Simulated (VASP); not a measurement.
# Mo (I4/mmm) in VASP: notebook

Runs on Mo. Level: PBE. Tasks: single point.

Program: VASP 6.6.1. These are calculated values, not measurements. Logs are shortened: lines on timing, memory, paths and dates and some standing lists are left out, and cuts for length are marked.

### 1 The cell of the first run

The structure is tetragonal, space group I4/mmm (No. 139). The conventional cell has a = 2.539 Å, b = 2.539 Å, c = 5.077 Å, α = 90.00°, β = 90.00°, γ = 90.00°. Mo (site symmetry 4/mmm) has 12 Mo at 2.54 to 3.11 Å within 3.4 Å.

### 2 Single point, PBE

INCAR

```
PREC = Accurate
ENCUT = 520
EDIFF = 1E-6
ISMEAR = 0
SIGMA = 0.15
LREAL = F
LASPH = T
NELM = 100
ALGO = Fast
ISIF = 2
LWAVE = F
LCHARG = F
GGA = PE
NBANDS = 13
```

KPOINTS

```
regular mesh
0
Gamma
  22 22 22
```

POSCAR

```
Mo
1.0
    0.0000000000      1.7952512894      2.5384853232
    1.7952512894      0.0000000000      2.5384853232
    1.7952512894      1.7952512894      0.0000000000
Mo
1
Direct
    0.0000000000      0.0000000000      0.0000000000
```

Potentials or basis: VASP PAW PBE potentials, release 64 (Mo_sv).

Command:

```console
> cat potpaw_PBE.64/Mo_sv/POTCAR > POTCAR
> mpirun -np 1 vasp_std > vasp.out
```

OUTCAR:

```text
PREC = Accurate
   ENCUT = 520
   EDIFF = 1E-6
   ISMEAR = 0
   LREAL = F
   LASPH = T
   NELM = 100
   ISIF = 2
   GGA = PE

 ion  position               nearest neighbor table
   1  0.000  0.000  0.000-

  LATTYP: Found a body centered tetragonal cell.
 ALAT       =     2.5388687213
 C/A-ratio  =     1.9996979772

  Lattice vectors:

 A1 = (  -1.7952512894,   0.0000000000,   2.5384853232)
 A2 = (   1.7952512894,   0.0000000000,   2.5384853232)
 A3 = (   0.0000000000,   1.7952512894,  -2.5384853232)

Analysis of symmetry for initial positions (statically):
=====================================================================
 Subroutine PRICEL returns:
 Original cell was already a primitive cell.

 Routine SETGRP: Setting up the symmetry group for a
 body centered tetragonal supercell.

 Subroutine GETGRP returns: Found 16 space group operations
 (whereof 16 operations were pure point group operations)
 out of a pool of 16 trial point group operations.

The static configuration has the point symmetry D_4h.

Analysis of symmetry for dynamics (positions and initial velocities):
=====================================================================
 Subroutine PRICEL returns:
 Original cell was already a primitive cell.

 Routine SETGRP: Setting up the symmetry group for a
 body centered tetragonal supercell.

 Subroutine GETGRP returns: Found 16 space group operations
 (whereof 16 operations were pure point group operations)
 out of a pool of 16 trial point group operations.

The dynamic configuration has the point symmetry D_4h.

 Subroutine INISYM returns: Found 16 space group operations
 (whereof 16 operations are pure point group operations),
 and found     1 'primitive' translations

----------------------------------------------------------------------------------------

                                     Primitive cell

  volume of cell :      16.3627

  direct lattice vectors                    reciprocal lattice vectors
     0.000000000  1.795251289  2.538485323    -0.278512542  0.278512542  0.196967851
     1.795251289  0.000000000  2.538485323     0.278512542 -0.278512542  0.196967851
     1.795251289  1.795251289  0.000000000     0.278512542  0.278512542 -0.196967851

  length of vectors
     3.109153410  3.109153410  2.538868721     0.440380298  0.440380298  0.440380298

  position of ions in fractional coordinates (direct lattice)
     0.000000000  0.000000000  0.000000000

  ion indices of the primitive-cell ions
   primitive index   ion index
                 1           1

----------------------------------------------------------------------------------------

 KPOINTS: regular mesh

Automatic generation of k-mesh.
 Grid dimensions read from file:
 generate k-points for:   22   22   22

 Generating k-lattice:

  Cartesian coordinates                     Fractional coordinates (reciprocal lattice)
    -0.012659661  0.012659661  0.008953084     0.045454545  0.000000000  0.000000000
     0.012659661 -0.012659661  0.008953084     0.000000000  0.045454545  0.000000000
     0.012659661  0.012659661 -0.008953084    -0.000000000 -0.000000000  0.045454545

  Length of vectors
     0.020017286  0.020017286  0.020017286

  Shift w.r.t. Gamma in fractional coordinates (k-lattice)
     0.000000000  0.000000000  0.000000000

 Subroutine IBZKPT returns following result:
 ===========================================

 Found    834 irreducible k-points:

 Following reciprocal coordinates:
            Coordinates               Weight
  0.000000  0.000000  0.000000      1.000000
  0.045455 -0.000000  0.000000      8.000000
  0.090909 -0.000000  0.000000      8.000000
  0.136364 -0.000000  0.000000      8.000000
  0.181818 -0.000000  0.000000      8.000000
  0.227273  0.000000  0.000000      8.000000
[... 16 lines left out ...]
  0.500000  0.045455  0.000000      8.000000
 -0.454545  0.045455  0.000000      8.000000
 [... further k-points ...]
   k-points           NKPTS =    834   k-points in BZ     NKDIM =    834   number of bands    NBANDS=     13
   number of dos      NEDOS =    301   number of ions     NIONS =      1
   total plane-waves  NPLWV =  11520
   dimension x,y,z NGX =    24 NGY =   24 NGZ =   20
   dimension x,y,z NGXF=    48 NGYF=   48 NGZF=   40
   ions per type =               1
   NGX,Y,Z   is equivalent  to a cutoff of  12.83, 12.83, 13.10 a.u.
   NGXF,Y,Z  is equivalent  to a cutoff of  25.67, 25.67, 26.19 a.u.
 SYSTEM =  unknown system
   PREC   = accura    normal or accurate (medium, high low for compatibility)
   ISTART =      0    job   : 0-new  1-cont  2-samecut
   ICHARG =      2    charge: 1-file 2-atom 10-const
   ISPIN  =      1    spin polarized calculation?
   LNONCOLLINEAR =      F non collinear calculations
   LSORBIT =      F    spin-orbit coupling
   LASPH  =      T    aspherical Exc in radial PAW
   ENCUT  =  520.0 eV  38.22 Ry    6.18 a.u.   5.78  5.78  4.72*2*pi/ulx,y,z
   NELM   =    100;   NELMIN=  2; NELMDL= -5     # of ELM steps
   EDIFF  = 0.1E-05   stopping-criterion for ELM
   LREAL  =      F    real-space projection
   EDIFFG = 0.1E-04   stopping-criterion for IOM
   NSW    =      0    number of steps for IOM
   IBRION =     -1    ionic relax: 0-MD 1-quasi-New 2-CG
   NFREE  =      0    steps in history (QN), initial steepest desc. (CG)
   ISIF   =      2    stress and relaxation
   ISYM   =      2    0-nonsym 1-usesym 2-fastsym
   POTIM  = 0.5000    time-step for ionic-motion
   TEBEG  =    0.0;   TEEND  =   0.0 temperature during run
   PSTRESS=    0.0 pullay stress
   NELECT =      14.0000    total number of electrons
   NUPDOWN=      -1.0000    fix difference up-down
   EMIN   =  10.00;   EMAX   =-10.00  energy-range for DOS
   EFERMI =   0.00;   METHOD = LEGACY
   ISMEAR =     0;   SIGMA  =   0.15  broadening in eV -4-tet -1-fermi 0-gaus
   EFERMI_NEDOS =   21; number of points for ismear=-14 and -15
   IALGO  =     68    algorithm
   IMIX   =      4    mixing-type and parameters
     AMIX     =   0.40;   BMIX     =  1.00
     AMIX_MAG =   1.60;   BMIX_MAG =  1.00
  volume/ion in A,a.u.               =      16.36       110.42
  Fermi-wavevector in a.u.,A,eV,Ry     =   1.554172  2.936960 32.864208  2.415451
  Thomas-Fermi vector in A             =   2.658297
   LORBIT       =      0    0 simple, 1 ext, 2 COOP (PROOUT), +10 PAW based schemes
   GGA     = PE    functional components
   LHFCALC =     F    Hartree Fock is set to
   AEXX    =    0.0000 exact exchange contribution
   IVDW    =     0    specifies the selected vdW correction
   LEPSILON=     F    determine dielectric tensor
   LRPA    =     F    only Hartree local field effects (RPA)
 non-spin polarized calculation
 RMM-DIIS sequential band-by-band and
 Gauss-broadening in eV      SIGMA  =   0.15
  energy-cutoff  :      520.00
  volume of cell :       16.36
 maximum number of plane-waves:       482
   NGX = 11   NGY = 11   NGZ =  9

 number of electron      13.9999999 magnetization

 Free energy of the ion-electron system (eV)
  ---------------------------------------------------
  ext. energy  EPLUGINS =         0.00000000
  ---------------------------------------------------
  free energy    TOTEN  =       -10.47618534 eV

  energy without entropy =      -10.46827469  energy(sigma->0) =      -10.47223001

 E-fermi :  11.9393     XC(G=0): -13.0752

 val. band max:       11.9255148293   @ k =   0.4091   0.0000   0.3182
 cond. band min:      11.9541761728   @ k =   0.2727  -0.0000   0.1818
 fundamental gap:      0.0286613435
 Fermi energy:        11.9392694506

 k-point     1 :       0.0000    0.0000    0.0000
  band No.  band energies     occupation
      1     -49.4107      2.00000
      2     -23.0624      2.00000
      3     -22.4279      2.00000
      4     -22.4279      2.00000
      5       4.8857      2.00000
      6       8.2053      2.00000
      7       9.7865      2.00000
      8      12.8859      0.00000
      9      12.8859      0.00000
     10      15.9630      0.00000
     11      24.6332      0.00000
     12      26.2012      0.00000
     13      33.3398      0.00000

 k-point     2 :       0.0455   -0.0000    0.0000
  band No.  band energies     occupation
      1     -49.4048      2.00000
      2     -23.0653      2.00000
      3     -22.4676      2.00000
      4     -22.4256      2.00000
      5       4.9724      2.00000
      6       8.2641      2.00000
      7       9.8215      2.00000
      8      12.7573      0.00000
      9      12.9167      0.00000
     10      15.8772      0.00000
     11      24.7778      0.00000
     12      26.3578      0.00000
     13      32.6842      0.00000

 k-point     3 :       0.0909   -0.0000    0.0000
  band No.  band energies     occupation
      1     -49.3877      2.00000
      2     -23.0742      2.00000
      3     -22.5819      2.00000
      4     -22.4190      2.00000
      5       5.2223      2.00000
      6       8.4291      2.00000
      7       9.9297      2.00000
      8      12.4217      0.00001
      9      13.0065      0.00000
     10      15.6358      0.00000
     11      25.1298      0.00000
     12      26.8386      0.00000
     13      31.4830      0.00000

 k-point     4 :       0.1364   -0.0000    0.0000
  band No.  band energies     occupation
      1     -49.3607      2.00000
      2     -23.0908      2.00000
      3     -22.7568      2.00000
      4     -22.4085      2.00000
      5       5.6055      2.00000
      6       8.6645      2.00000
      7      10.1078      2.00000
      8      12.0173      0.46192
      9      13.1466      0.00000
     10      15.2818      0.00000
     11      25.5285      0.00000
     12      27.5812      0.00000
     13      30.2979      0.00000

 k-point     5 :       0.1818   -0.0000    0.0000
  band No.  band energies     occupation
      1     -49.3257      2.00000
      2     -23.1299      2.00000
      3     -22.9589      2.00000
      4     -22.3950      2.00000
      5       6.0702      2.00000
      6       8.9128      2.00000
      7      10.2815      2.00000
      8      11.7851      1.85386
      9      13.3170      0.00000
     10      14.8762      0.00000
     11      25.8326      0.00000
     12      28.1113      0.00000
     13      29.5444      0.00000

 k-point     6 :       0.2273    0.0000    0.0000
  band No.  band energies     occupation
      1     -49.2856      2.00000
      2     -23.2854      2.00000
      3     -23.0724      2.00000
      4     -22.3795      2.00000
      5       6.5406      2.00000
      6       9.0928      2.00000
      7      10.3358      2.00000
      8      12.0182      0.45698
      9      13.4654      0.00000
     10      14.5070      0.00000
     11      25.8663      0.00000
     12      27.5336      0.00000
     13      29.7994      0.00000

 k-point     7 :       0.2727    0.0000    0.0000
  band No.  band energies     occupation
      1     -49.2434      2.00000
      2     -23.5269      2.00000
      3     -23.1048      2.00000
      4     -22.3632      2.00000
      5       6.9192      2.00000
      6       9.1067      2.00000
      7      10.4999      2.00000
      8      12.6594      0.00000
      9      13.4536      0.00000
     10      14.3362      0.00000
     11      25.5184      0.00000
     12      26.4963      0.00000
     13      30.2880      0.00000
[... 193 lines left out ...]
 k-point    20 :       0.3636    0.0455    0.0000
  band No.  band energies     occupation
      1     -49.1958      2.00000
      2     -23.7833      2.00000
      3     -23.1625      2.00000
      4     -22.3548      2.00000
      5       7.1564      2.00000
      6       8.8948      2.00000
      7      11.3990      2.00000
      8      13.2126      0.00000
      9      13.6667      0.00000
     10      14.6562      0.00000
     11      24.4693      0.00000
     12      24.7682      0.00000
     13      32.1814      0.00000

 k-point    21 :       0.4091    0.0455    0.0000
  band No.  band energies     occupation
      1     -49.1610      2.00000
      2     -23.9833      2.00000
      3     -23.1727      2.00000
      4     -22.3397      2.00000
      5       7.1327      2.00000
      6       8.8809      2.00000
      7      12.1822      0.02201
      8      12.9395      0.00000
      9      14.3284      0.00000
     10      14.8097      0.00000
     11      23.5414      0.00000
     12      24.1683      0.00000
     13      32.5350      0.00000

 k-point    22 :       0.4545    0.0455    0.0000
  band No.  band energies     occupation
      1     -49.1343      2.00000
      2     -24.1362      2.00000
      3     -23.1755      2.00000
      4     -22.3272      2.00000
      5       7.0564      2.00000
      6       8.9158      2.00000
      7      12.7202      0.00000
      8      12.8574      0.00000
      9      14.8520      0.00000
     10      14.9302      0.00000
     11      22.9757      0.00000
     12      23.6979      0.00000
     13      31.8133      0.00000

 k-point    23 :       0.5000    0.0455    0.0000
  band No.  band energies     occupation
      1     -49.1181      2.00000
      2     -24.2305      2.00000
      3     -23.1719      2.00000
      4     -22.3183      2.00000
      5       7.0007      2.00000
      6       8.9642      2.00000
      7      12.5837      0.00000
      8      13.1537      0.00000
      9      14.9810      0.00000
     10      15.2506      0.00000
     11      22.8746      0.00000
     12      23.3614      0.00000
     13      31.1497      0.00000

 k-point    24 :      -0.4545    0.0455    0.0000
  band No.  band energies     occupation
      1     -49.1139      2.00000
      2     -24.2594      2.00000
      3     -23.1631      2.00000
      4     -22.3139      2.00000
      5       7.0034      2.00000
      6       9.0021      2.00000
      7      12.5421      0.00000
      8      12.9119      0.00000
      9      14.9468      0.00000
     10      15.5618      0.00000
     11      23.1014      0.00000
     12      23.2417      0.00000
     13      31.0027      0.00000

 [... further k-points ...]
[... 5 lines left out ...]
  --------------------------------------------------------------------------------------
  -------------------------------------------------------------------------------------
  Total        1.3876733      1.3876733     -2.0710304      0.0000000      0.0000000     -0.0000000
  in kB      135.8759741    135.8759741   -202.7878395      0.0000000      0.0000000     -0.0000000
  external PRESSURE =      22.9880363 kB  Pullay stress =       0.0000000 kB

 VOLUME and BASIS-vectors are now :
 -----------------------------------------------------------------------------
  energy-cutoff  :      520.00
  volume of cell :       16.36
      direct lattice vectors                 reciprocal lattice vectors
     0.000000000  1.795251289  2.538485323    -0.278512542  0.278512542  0.196967851
     1.795251289  0.000000000  2.538485323     0.278512542 -0.278512542  0.196967851
     1.795251289  1.795251289  0.000000000     0.278512542  0.278512542 -0.196967851

 POSITION                                       TOTAL-FORCE (eV/Angst)
 -----------------------------------------------------------------------------------
      0.00000      0.00000      0.00000        -0.000000     -0.000000      0.000000
 -----------------------------------------------------------------------------------
    total drift:                               -0.000000     -0.000000     -0.000000

  FREE ENERGIE OF THE ION-ELECTRON SYSTEM (eV)
  ---------------------------------------------------
  free  energy   TOTEN  =       -10.4761853387 eV

  energy  without entropy=      -10.4682746872  energy(sigma->0) =      -10.47223001
```

Run time: 91 s. Hardware: 1 thread of AMD EPYC 9R45 (Zen 5), shared host; peak memory 0.25 GiB.

Results:

```yaml
Free_energy: -10.4762 eV
Pressure: 2.3 GPa
Band_gap_on_the_k_mesh: zero (band 7 reaches 13.30 eV, above the bottom of band 8 at 11.07 eV)
```

Stress tensor (GPa, compression positive):
```
 13.59   0.00   0.00
  0.00  13.59   0.00
  0.00   0.00 -20.28
```

Levels at points of the mesh, in eV from the Fermi level:
| k point | band 5 | band 6 | band 7 | band 8 | band 9 | band 10 |
| --- | --- | --- | --- | --- | --- | --- |
| (0.00, 0.00, 0.00) | -7.05 | -3.73 | -2.15 | 0.95 | 0.95 | 4.02 |
| (0.50, 0.00, 0.00) | -5.00 | -2.93 | 0.59 | 1.37 | 3.03 | 3.23 |
| (0.50, 0.50, 0.00) | -5.14 | -4.69 | -0.21 | 3.56 | 3.56 | 4.38 |
| (0.50, 0.00, 0.50) | -5.68 | -4.10 | 0.98 | 2.26 | 5.93 | 6.62 |

### 3 Single point, PBE

This run uses another cell than the first one, of the same volume but with other edges.

INCAR

```
SYSTEM = Mo
ALGO = Fast
EDIFF = 1E-6
ENCUT = 520
GGA = PE
ISIF = 2
ISMEAR = 0
LASPH = .TRUE.
LCHARG = .FALSE.
LREAL = .FALSE.
LWAVE = .FALSE.
NBANDS = 13
NELM = 60
PREC = Accurate
SIGMA = 0.15
```

KPOINTS

```
k-points
0
G
  22 22 22
  0 0 0
```

POSCAR

```
Mo
1.0
    0.0000000000      2.1271693918      1.8080939831
    2.1271693918      0.0000000000      1.8080939831
    2.1271693918      2.1271693918      0.0000000000
Mo
1
Direct
    0.0000000000      0.0000000000      0.0000000000
```

Potentials or basis: VASP PAW PBE potentials, release 64 (Mo_sv).

Command:

```console
> cat potpaw_PBE.64/Mo_sv/POTCAR > POTCAR
> mpirun -np 1 vasp_std > vasp.out
```

Run time: 100 s. Hardware: 1 thread of AMD EPYC 9R45 (Zen 5), shared host; peak memory 0.25 GiB.

The run converged. Its results:

```
Free energy            : -10.6815 eV
Pressure               : -5.1 GPa
Band gap on the k mesh : zero (band 7 reaches 15.30 eV, above the bottom of band 8 at 10.83 eV)
```

Stress tensor (GPa, compression positive):
```
  3.84   0.00   0.00
  0.00   3.84   0.00
  0.00   0.00 -22.88
```

Levels at points of the mesh, in eV from the Fermi level:
```
           k point  band 4  band 5  band 6  band 7  band 8  band 9  band 10  band 11
(0.00, 0.00, 0.00)  -34.50   -6.99   -1.43   -1.43    0.24    0.27     2.30    13.20
(0.50, 0.00, 0.00)  -34.54   -4.88   -2.21    0.05    1.24    2.86     4.12    10.60
(0.50, 0.50, 0.00)  -35.16   -5.16   -4.74    3.52    4.06    4.06     5.85    10.44
(0.50, 0.00, 0.50)  -34.70   -5.09   -4.14    2.57    3.08    3.17     4.64    11.72
```

### 4 Single point, PBE

This run uses another cell than the first one, of the same volume but with other edges.

INCAR is that of step 3.

KPOINTS is that of step 3.

POSCAR

```
Mo
1.0
    0.0000000000      1.8961875982      2.2754251178
    1.8961875982      0.0000000000      2.2754251178
    1.8961875982      1.8961875982      0.0000000000
Mo
1
Direct
    0.0000000000      0.0000000000      0.0000000000
```

Command:

```console
> cat potpaw_PBE.64/Mo_sv/POTCAR > POTCAR
> mpirun -np 1 vasp_std > vasp.out
```

Wall time 99 s (1 thread of AMD EPYC 9R45 (Zen 5), shared host); peak memory 0.24 GiB.

Results (log left out):

```
Free energy            : -10.6012 eV
Pressure               : -3.4 GPa
Band gap on the k mesh : zero (band 7 reaches 14.51 eV, above the bottom of band 8 at 11.17 eV)
```

Stress tensor (GPa, compression positive):
```
-5.24  0.00  0.00
 0.00 -5.24  0.00
 0.00  0.00  0.26
```

Levels at points of the mesh, in eV from the Fermi level:
```
           k point  band 3  band 4  band 5  band 6  band 7  band 8  band 9  band 10  band 11  band 12
(0.00, 0.00, 0.00)  -34.41  -34.41   -6.99   -2.43   -0.28   -0.07   -0.07     2.96    13.24    14.77
(0.50, 0.00, 0.00)  -34.86  -34.42   -4.87   -2.18   -0.05    1.25    3.08     3.84    10.70    12.10
(0.50, 0.50, 0.00)  -34.64  -34.64   -5.04   -4.37    1.42    3.85    3.89     3.89    10.74    13.91
(0.50, 0.00, 0.50)  -35.28  -34.88   -5.23   -4.37    2.69    2.99    4.81     5.36    10.08    12.69
```

### 5 Overview

| cell | gap on the mesh (eV) | pressure (GPa) |
| --- | --- | --- |
| a = 3.109, b = 3.109, c = 2.539 Å, angles 65.9, 65.9, 48.2°, 1 atom | none | 2.3 |
| a = 2.792, b = 2.792, c = 3.008 Å, angles 57.4, 57.4, 65.2°, 1 atom | none | -5.1 |
| a = 2.962, b = 2.962, c = 2.682 Å, angles 63.1, 63.1, 53.8°, 1 atom | none | -3.4 |

Alike in all rows: task single point; level PBE; potentials or basis VASP PAW PBE potentials, release 64 (Mo_sv); no spin polarisation; k mesh 22 × 22 × 22; cutoff (eV) 520; smearing gaussian 0.15 eV.

Absolute energies hang on the potentials; compare differences alone.
